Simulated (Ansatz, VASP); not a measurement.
# One calculation of MgO, two programs

```
CELL_PARAMETERS angstrom
-0.01040 2.13758 2.08196
2.08947 -0.01713 2.08869
2.07640 2.13123 -0.00405
ATOMIC_POSITIONS crystal
Mg 0.99603 0.04769 0.94491
O 0.51396 0.56062 0.47072
```

Alike in both runs: task single point; functional LDA; k mesh 6 × 6 × 6; no spin polarisation.

|  | VASP | Ansatz |
| --- | --- | --- |
| version | VASP 6.6.1 | Ansatz 0.2.0 |
| potentials or method | VASP PAW LDA potentials, release 64 (Mg, O), cutoff 520 eV | plane waves, PAW |
| occupations | gaussian, width 0.01 eV | fixed |
| valence electrons in the cell | 8 | 16 |

VASP gave:

| Item | Value |
| --- | --- |
| pressure (GPa) | -5.7 |
| traceless stress, the component that is largest in VASP (GPa) | -2.59 |
| rms of the force components (eV/Å) | 0.396 |

What did Ansatz give for the same quantities?

Pressure (GPa): -4.1; traceless stress, the component that is largest in VASP (GPa): -2.58; rms of the force components (eV/Å): 0.385.

LDA's correlation is that of Perdew and Zunger in VASP and of Perdew and Wang (1992) in Ansatz. Atom by atom the forces differ by 0.011 eV/Å (rms over components). VASP's potentials hold 8 valence electrons a cell and Ansatz's 16, so a difference there can come from the potentials and not from the codes. Ansatz's warnings: stress scf threshold loose.

The k mesh is coarse, so the values compare programs but aren't converged.
